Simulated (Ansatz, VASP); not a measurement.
**Be2Al in VASP and in Ansatz**

```xyz
6
Lattice="4.2254 0.0000 0.0000 0.0000 4.2254 0.0000 0.0000 0.0000 4.8601" Properties=species:S:1:pos:R:3 pbc="T T T"
Be    0.0000    1.0313    0.0000
Be    0.0000    3.1941    0.0000
Be    3.1941    0.0000    2.4300
Be    1.0313    0.0000    2.4300
Al    2.1127    2.1127    0.0000
Al    2.1127    2.1127    2.4300
```

Alike in both runs: functional PBE; k mesh 10 × 10 × 8; occupations gaussian, width 0.1 eV; no spin polarisation.

Ansatz relaxed the structure, and its values are those at the end. VASP's run is a single point on that final structure, the one shown.

|  | VASP | Ansatz |
| --- | --- | --- |
| version | VASP 6.6.1 | Ansatz 0.2.0 |
| potentials or method | VASP PAW PBE potentials, release 64 (Be, Al), cutoff 520 eV | scalar-relativistic, plane waves, PAW |
| valence electrons in the cell | 14 | 14 |

|  | VASP | Ansatz | Ansatz less VASP |
| --- | --- | --- | --- |
| gap on the k mesh at the Fermi level (eV) | none | none | - |
| pressure (GPa) | 0.0 | 0.0 | -0.04 |

A gap of «none» marks a metal or a gap that the smearing closes.
